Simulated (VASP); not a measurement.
# Hf2B (Fm-3m) in VASP: notebook

Runs on Hf2B. Level: PBE. Tasks: single point, relaxation of cell and atoms.

Program: VASP 6.6.1. These are calculated values, not measurements. Logs are shortened: lines on timing, memory, paths and dates and some standing lists are left out, and cuts for length are marked.

## (1) The cell of the first run

The structure is cubic, space group Fm-3m (No. 225). The conventional cell has a = 5.631 Å, b = 5.631 Å, c = 5.631 Å, α = 90.00°, β = 90.00°, γ = 90.00°. Within 3.2 Å of Hf (site symmetry -43m) lie 4 B at 2.44 Å and 6 Hf at 2.82 Å. Within 3.2 Å of B (site symmetry m-3m) lie 8 Hf at 2.44 Å.

## (2) Single point, PBE

Input file INCAR:

```
PREC = Accurate ; ENCUT = 520
EDIFF = 1E-6 ; ISMEAR = 0
SIGMA = 0.1 ; LREAL = False
LASPH = True ; NELM = 60
ALGO = Normal ; ISIF = 2
LWAVE = False ; LCHARG = True
GGA = PE ; LELF = True
LVHAR = True ; NBANDS = 18
```

Input file KPOINTS:

```
Automatic mesh
0
Gamma
  6 6 6
```

Input file POSCAR:

```
Hf2B
1.0
    0.0000000000      2.8156041328      2.8156041328
    2.8156041328      0.0000000000      2.8156041328
    2.8156041328      2.8156041328      0.0000000000
Hf B
2 1
Direct
    0.2500000000      0.2500000000      0.2500000000
    0.7500000000      0.7500000000      0.7500000000
    0.0000000000      0.0000000000      0.0000000000
```

Potentials or basis: VASP PAW PBE potentials, release 64 (Hf_pv, B).

The run is started by

```
> cat potpaw_PBE.64/Hf_pv/POTCAR potpaw_PBE.64/B/POTCAR > POTCAR
> mpirun -np 1 vasp_std > vasp.out
```

OUTCAR:

```text
PREC = Accurate
   ENCUT = 520
   EDIFF = 1E-6
   ISMEAR = 0
   LREAL = False
   LASPH = True
   NELM = 60
   ISIF = 2
   GGA = PE

 ion  position               nearest neighbor table
   1  0.250  0.250  0.250-   3 2.44   3 2.44   3 2.44   3 2.44   2 2.82   2 2.82   2 2.82   2 2.82
                             2 2.82   2 2.82
   2  0.750  0.750  0.750-   3 2.44   3 2.44   3 2.44   3 2.44   1 2.82   1 2.82   1 2.82   1 2.82
                             1 2.82   1 2.82
   3  0.000  0.000  0.000-   2 2.44   2 2.44   2 2.44   1 2.44   1 2.44   1 2.44   2 2.44   1 2.44

  LATTYP: Found a face centered cubic cell.
 ALAT       =     5.6312082656

  Lattice vectors:

 A1 = (   0.0000000000,   2.8156041328,   2.8156041328)
 A2 = (   2.8156041328,   0.0000000000,   2.8156041328)
 A3 = (   2.8156041328,   2.8156041328,   0.0000000000)

Analysis of symmetry for initial positions (statically):
=====================================================================
 Subroutine PRICEL returns:
 Original cell was already a primitive cell.

 Routine SETGRP: Setting up the symmetry group for a
 face centered cubic supercell.

 Subroutine GETGRP returns: Found 48 space group operations
 (whereof 48 operations were pure point group operations)
 out of a pool of 48 trial point group operations.

The static configuration has the point symmetry O_h .

Analysis of symmetry for dynamics (positions and initial velocities):
=====================================================================
 Subroutine PRICEL returns:
 Original cell was already a primitive cell.

 Routine SETGRP: Setting up the symmetry group for a
 face centered cubic supercell.

 Subroutine GETGRP returns: Found 48 space group operations
 (whereof 48 operations were pure point group operations)
 out of a pool of 48 trial point group operations.

The dynamic configuration has the point symmetry O_h .

 Subroutine INISYM returns: Found 48 space group operations
 (whereof 48 operations are pure point group operations),
 and found     1 'primitive' translations

----------------------------------------------------------------------------------------

                                     Primitive cell

  volume of cell :      44.6421

  direct lattice vectors                    reciprocal lattice vectors
     0.000000000  2.815604133  2.815604133    -0.177581782  0.177581782  0.177581782
     2.815604133  0.000000000  2.815604133     0.177581782 -0.177581782  0.177581782
     2.815604133  2.815604133  0.000000000     0.177581782  0.177581782 -0.177581782

  length of vectors
     3.981865551  3.981865551  3.981865551     0.307580669  0.307580669  0.307580669

  position of ions in fractional coordinates (direct lattice)
     0.250000000  0.250000000  0.250000000
     0.750000000  0.750000000  0.750000000
     0.000000000  0.000000000  0.000000000

  ion indices of the primitive-cell ions
   primitive index   ion index
                 1           1
                 2           2
                 3           3

----------------------------------------------------------------------------------------

 KPOINTS: Automatic mesh

Automatic generation of k-mesh.
 Grid dimensions read from file:
 generate k-points for:    6    6    6

 Generating k-lattice:

  Cartesian coordinates                     Fractional coordinates (reciprocal lattice)
    -0.029596964  0.029596964  0.029596964     0.166666667  0.000000000  0.000000000
     0.029596964 -0.029596964  0.029596964     0.000000000  0.166666667  0.000000000
     0.029596964  0.029596964 -0.029596964     0.000000000  0.000000000  0.166666667

  Length of vectors
     0.051263445  0.051263445  0.051263445

  Shift w.r.t. Gamma in fractional coordinates (k-lattice)
     0.000000000  0.000000000  0.000000000

 Subroutine IBZKPT returns following result:
 ===========================================

 Found     16 irreducible k-points:

 Following reciprocal coordinates:
            Coordinates               Weight
  0.000000  0.000000  0.000000      1.000000
  0.166667  0.000000  0.000000      8.000000
  0.333333  0.000000  0.000000      8.000000
  0.500000  0.000000  0.000000      4.000000
  0.166667  0.166667  0.000000      6.000000
  0.333333  0.166667  0.000000     24.000000
[... 8 lines left out ...]
 -0.333333  0.333333  0.166667     24.000000
 -0.333333  0.500000  0.166667     12.000000
   k-points           NKPTS =     16   k-points in BZ     NKDIM =     16   number of bands    NBANDS=     18
   number of dos      NEDOS =    301   number of ions     NIONS =      3
   total plane-waves  NPLWV =  27000
   dimension x,y,z NGX =    30 NGY =   30 NGZ =   30
   dimension x,y,z NGXF=    60 NGYF=   60 NGZF=   60
   ions per type =               2   1
   NGX,Y,Z   is equivalent  to a cutoff of  12.53, 12.53, 12.53 a.u.
   NGXF,Y,Z  is equivalent  to a cutoff of  25.05, 25.05, 25.05 a.u.
 SYSTEM =  unknown system
   PREC   = accura    normal or accurate (medium, high low for compatibility)
   ISTART =      0    job   : 0-new  1-cont  2-samecut
   ICHARG =      2    charge: 1-file 2-atom 10-const
   ISPIN  =      1    spin polarized calculation?
   LNONCOLLINEAR =      F non collinear calculations
   LSORBIT =      F    spin-orbit coupling
   LASPH  =      T    aspherical Exc in radial PAW
   ENCUT  =  520.0 eV  38.22 Ry    6.18 a.u.   7.40  7.40  7.40*2*pi/ulx,y,z
   NELM   =     60;   NELMIN=  2; NELMDL= -5     # of ELM steps
   EDIFF  = 0.1E-05   stopping-criterion for ELM
   LREAL  =      F    real-space projection
   EDIFFG = 0.1E-04   stopping-criterion for IOM
   NSW    =      0    number of steps for IOM
   IBRION =     -1    ionic relax: 0-MD 1-quasi-New 2-CG
   NFREE  =      0    steps in history (QN), initial steepest desc. (CG)
   ISIF   =      2    stress and relaxation
   ISYM   =      2    0-nonsym 1-usesym 2-fastsym
   POTIM  = 0.5000    time-step for ionic-motion
   TEBEG  =    0.0;   TEEND  =   0.0 temperature during run
   PSTRESS=    0.0 pullay stress
   NELECT =      23.0000    total number of electrons
   NUPDOWN=      -1.0000    fix difference up-down
   EMIN   =  10.00;   EMAX   =-10.00  energy-range for DOS
   EFERMI =   0.00;   METHOD = LEGACY
   ISMEAR =     0;   SIGMA  =   0.10  broadening in eV -4-tet -1-fermi 0-gaus
   EFERMI_NEDOS =   21; number of points for ismear=-14 and -15
   IALGO  =     38    algorithm
   IMIX   =      4    mixing-type and parameters
     AMIX     =   0.40;   BMIX     =  1.00
     AMIX_MAG =   1.60;   BMIX_MAG =  1.00
  volume/ion in A,a.u.               =      14.88       100.42
  Fermi-wavevector in a.u.,A,eV,Ry     =   1.312409  2.480093 23.434909  1.722417
  Thomas-Fermi vector in A             =   2.442803
   LORBIT       =      0    0 simple, 1 ext, 2 COOP (PROOUT), +10 PAW based schemes
   GGA     = PE    functional components
   LHFCALC =     F    Hartree Fock is set to
   AEXX    =    0.0000 exact exchange contribution
   IVDW    =     0    specifies the selected vdW correction
   LEPSILON=     F    determine dielectric tensor
   LRPA    =     F    only Hartree local field effects (RPA)
 non-spin polarized calculation
 Gauss-broadening in eV      SIGMA  =   0.10
  energy-cutoff  :      520.00
  volume of cell :       44.64
 maximum number of plane-waves:      1243
 NGX is ok and might be reduce to    30
   NGX = 15   NGY = 15   NGZ = 15

 number of electron      22.9999998 magnetization

 Free energy of the ion-electron system (eV)
  ---------------------------------------------------
  ext. energy  EPLUGINS =         0.00000000
  ---------------------------------------------------
  free energy    TOTEN  =       -26.70511706 eV

  energy without entropy =      -26.69759518  energy(sigma->0) =      -26.70135612

 E-fermi :   5.7055     XC(G=0): -12.0228

 val. band max:        5.6795043309   @ k =   0.5000   0.3333   0.1667
 cond. band min:       5.7853216715   @ k =  -0.3333   0.5000   0.1667
 fundamental gap:      0.1058173406
 Fermi energy:         5.7055369552

 k-point     1 :       0.0000    0.0000    0.0000
  band No.  band energies     occupation
      1     -24.6102      2.00000
      2     -24.6102      2.00000
      3     -24.6102      2.00000
      4     -23.6862      2.00000
      5     -23.6862      2.00000
      6     -23.6862      2.00000
[... 10 lines left out ...]
     17      13.3939      0.00000
     18      13.3939      0.00000

 k-point     2 :       0.1667    0.0000    0.0000
  band No.  band energies     occupation
      1     -24.5739      2.00000
      2     -24.5574      2.00000
      3     -24.5574      2.00000
      4     -23.7801      2.00000
      5     -23.7581      2.00000
      6     -23.7581      2.00000
[... 10 lines left out ...]
     17      13.1291      0.00000
     18      13.1302      0.00000

 k-point     3 :       0.3333    0.0000    0.0000
  band No.  band energies     occupation
      1     -24.4595      2.00000
      2     -24.4071      2.00000
      3     -24.4071      2.00000
      4     -24.0078      2.00000
      5     -23.9465      2.00000
      6     -23.9465      2.00000
[... 10 lines left out ...]
     17      10.3913      0.00000
     18      10.3913      0.00000

 k-point     4 :       0.5000    0.0000    0.0000
  band No.  band energies     occupation
      1     -24.2767      2.00000
      2     -24.2463      2.00000
      3     -24.1947      2.00000
      4     -24.1947      2.00000
      5     -24.1779      2.00000
      6     -24.1779      2.00000
[... 10 lines left out ...]
     17       8.6480      0.00000
     18       8.6480      0.00000

 k-point     5 :       0.1667    0.1667    0.0000
  band No.  band energies     occupation
      1     -24.6584      2.00000
      2     -24.6584      2.00000
      3     -24.3350      2.00000
      4     -24.0414      2.00000
      5     -23.6544      2.00000
      6     -23.6544      2.00000
[... 10 lines left out ...]
     17      12.4141      0.00000
     18      12.9957      0.00000

 k-point     6 :       0.3333    0.1667    0.0000
  band No.  band energies     occupation
      1     -24.6509      2.00000
      2     -24.6387      2.00000
      3     -24.3560      2.00000
      4     -24.0703      2.00000
      5     -23.7139      2.00000
      6     -23.7008      2.00000
[... 10 lines left out ...]
     17      11.8894      0.00000
     18      12.3135      0.00000

 k-point     7 :       0.5000    0.1667    0.0000
  band No.  band energies     occupation
      1     -24.6094      2.00000
      2     -24.5310      2.00000
      3     -24.4949      2.00000
      4     -23.9115      2.00000
      5     -23.8738      2.00000
      6     -23.8209      2.00000
[... 10 lines left out ...]
     17      10.1315      0.00000
     18      10.3048      0.00000

 k-point     8 :      -0.3333    0.1667    0.0000
  band No.  band energies     occupation
      1     -24.7301      2.00000
      2     -24.3088      2.00000
      3     -24.2556      2.00000
      4     -24.1627      2.00000
      5     -24.1158      2.00000
      6     -23.6516      2.00000
[... 10 lines left out ...]
     17      10.2741      0.00000
     18      11.2619      0.00000
[... 61 lines left out ...]
     17      10.5239      0.00000
     18      12.4380      0.00000

 k-point    12 :      -0.3333    0.3333    0.0000
  band No.  band energies     occupation
      1     -24.9058      2.00000
      2     -24.5759      2.00000
      3     -24.5381      2.00000
      4     -23.8740      2.00000
      5     -23.8371      2.00000
      6     -23.5007      2.00000
[... 10 lines left out ...]
     17      10.3988      0.00000
     18      10.7179      0.00000

 k-point    13 :       0.5000    0.5000    0.0000
  band No.  band energies     occupation
      1     -25.0054      2.00000
      2     -24.7996      2.00000
      3     -24.7996      2.00000
      4     -23.5577      2.00000
      5     -23.5577      2.00000
      6     -23.4411      2.00000
[... 10 lines left out ...]
     17       9.5604      0.00000
     18      13.4230      0.00000

 k-point    14 :       0.5000    0.3333    0.1667
  band No.  band energies     occupation
      1     -24.8050      2.00000
      2     -24.6522      2.00000
      3     -24.4666      2.00000
      4     -23.9274      2.00000
      5     -23.7862      2.00000
      6     -23.5605      2.00000
[... 10 lines left out ...]
     17      11.5156      0.00000
     18      11.8626      0.00000

 k-point    15 :      -0.3333    0.3333    0.1667
  band No.  band energies     occupation
      1     -24.8234      2.00000
      2     -24.8017      2.00000
      3     -24.2076      2.00000
      4     -24.2072      2.00000
      5     -23.5995      2.00000
      6     -23.5922      2.00000
[... 10 lines left out ...]
     17      10.4651      0.00000
     18      10.8197      0.00000

 k-point    16 :      -0.3333    0.5000    0.1667
  band No.  band energies     occupation
      1     -24.9558      2.00000
      2     -24.8511      2.00000
      3     -24.5090      2.00000
      4     -23.8896      2.00000
      5     -23.5289      2.00000
      6     -23.4704      2.00000
[... 10 lines left out ...]
     17      10.2332      0.00000
     18      12.1252      0.00000

------------------------ aborting loop because EDIFF is reached ----------------------------------------

  FORCE on cell =-STRESS in cart. coord.  units (eV):
  Direction    XX          YY          ZZ          XY          YZ          ZX
  --------------------------------------------------------------------------------------
  -------------------------------------------------------------------------------------
  Total        5.7386990      5.7386990      5.7386990     -0.0000000      0.0000000      0.0000000
  in kB      205.9582787    205.9582787    205.9582787     -0.0000000      0.0000000      0.0000000
  external PRESSURE =     205.9582787 kB  Pullay stress =       0.0000000 kB

 VOLUME and BASIS-vectors are now :
 -----------------------------------------------------------------------------
  energy-cutoff  :      520.00
  volume of cell :       44.64
      direct lattice vectors                 reciprocal lattice vectors
     0.000000000  2.815604133  2.815604133    -0.177581782  0.177581782  0.177581782
     2.815604133  0.000000000  2.815604133     0.177581782 -0.177581782  0.177581782
     2.815604133  2.815604133  0.000000000     0.177581782  0.177581782 -0.177581782

 POSITION                                       TOTAL-FORCE (eV/Angst)
 -----------------------------------------------------------------------------------
      1.40780      1.40780      1.40780         0.000000      0.000000      0.000000
      4.22341      4.22341      4.22341        -0.000000     -0.000000     -0.000000
      0.00000      0.00000      0.00000        -0.000000      0.000000     -0.000000
 -----------------------------------------------------------------------------------
    total drift:                               -0.000000      0.000000      0.000000

  FREE ENERGIE OF THE ION-ELECTRON SYSTEM (eV)
  ---------------------------------------------------
  free  energy   TOTEN  =       -26.7051170623 eV

  energy  without entropy=      -26.6975951806  energy(sigma->0) =      -26.70135612
```

Run time: 11 s. Hardware: 1 thread of AMD EPYC 7R13 (Zen 3), shared host; peak memory 0.14 GiB.

What came out:

```
Free energy : -26.7051 eV
Pressure    : 20.6 GPa
```

Caveat: spin-orbit coupling is left out, which moves the levels of the heavy elements.

[end of part 1 of 2]
